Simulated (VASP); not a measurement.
Here is a VASP 6.6.1 calculation.

File INCAR:

```
SYSTEM = BN
PREC     = Accurate       ! precision mode
ENCUT    = 520            ! plane-wave cutoff, eV
EDIFF    = 1E-8           ! SCF threshold, eV
ISMEAR   = 0              ! smearing method
SIGMA    = 0.01           ! smearing width, eV
LREAL    = .FALSE.        ! projectors in reciprocal space
LASPH    = .TRUE.         ! aspherical terms in the spheres
NELM     = 60             ! most SCF steps
ALGO     = Normal         ! electronic algorithm
ISIF     = 2              ! what is computed and relaxed
LWAVE    = .FALSE.        ! write WAVECAR
LCHARG   = .TRUE.         ! write CHGCAR
GGA      = PE             ! functional
IBRION   = 8              ! ionic algorithm
NSW      = 1              ! ionic steps
LEPSILON = .TRUE.         ! dielectric tensor by DFPT
```

KPOINTS

```
Automatic mesh
0
G
  12 12 4
  0 0 0
```

POSCAR

```
BN
1.0
    2.5585553649      0.0000000000      0.0000000000
   -1.2792776824      2.2157739430      0.0000000000
    0.0000000000      0.0000000000      8.4091843599
B N
4 4
Direct
    0.0000000000      0.0000000000      0.0933732173
    0.0000000000      0.0000000000      0.5933732173
    0.3333333333      0.6666666667      0.3440583362
    0.6666666667      0.3333333333      0.8440583362
    0.0000000000      0.0000000000      0.4067451358
    0.0000000000      0.0000000000      0.9067451358
    0.3333333333      0.6666666667      0.1558233107
    0.6666666667      0.3333333333      0.6558233107
```

Potentials or basis: VASP PAW PBE potentials, release 64 (B, N).

Command:

```console
$ cat potpaw_PBE.64/B/POTCAR potpaw_PBE.64/N/POTCAR > POTCAR
$ mpirun -np 1 vasp_std > vasp.out
```

**Question.** Predict the electronic dielectric tensor (diagonal).

**Answer.** 4.60, 4.60, 4.70.

**Question.** Predict the Born charges (mean of the diagonal).

**Answer.** B +1.91, +1.88 (each value once); N -1.90, -1.89 (each value once) e.

**Question.** Predict the highest phonon frequency at Γ, LO-TO splitting left out.

**Answer.** 1227 cm⁻¹.

Born effective charge tensors (e):
atom 1, B
```
1.88 0.00 0.00
0.00 1.88 0.00
0.00 0.00 1.97
```
atom 2, B
```
1.88 0.00 0.00
0.00 1.88 0.00
0.00 0.00 1.97
```
atom 3, B
```
1.87 0.00 0.00
0.00 1.87 0.00
0.00 0.00 1.88
```
atom 4, B
```
1.87 0.00 0.00
0.00 1.87 0.00
0.00 0.00 1.88
```
atom 5, N
```
-1.87  0.00  0.00
 0.00 -1.87  0.00
 0.00  0.00 -1.94
```
atom 6, N
```
-1.87  0.00  0.00
 0.00 -1.87  0.00
 0.00  0.00 -1.94
```
atom 7, N
```
-1.88  0.00  0.00
 0.00 -1.88  0.00
 0.00  0.00 -1.91
```
atom 8, N
```
-1.88  0.00  0.00
 0.00 -1.88  0.00
 0.00  0.00 -1.91
```
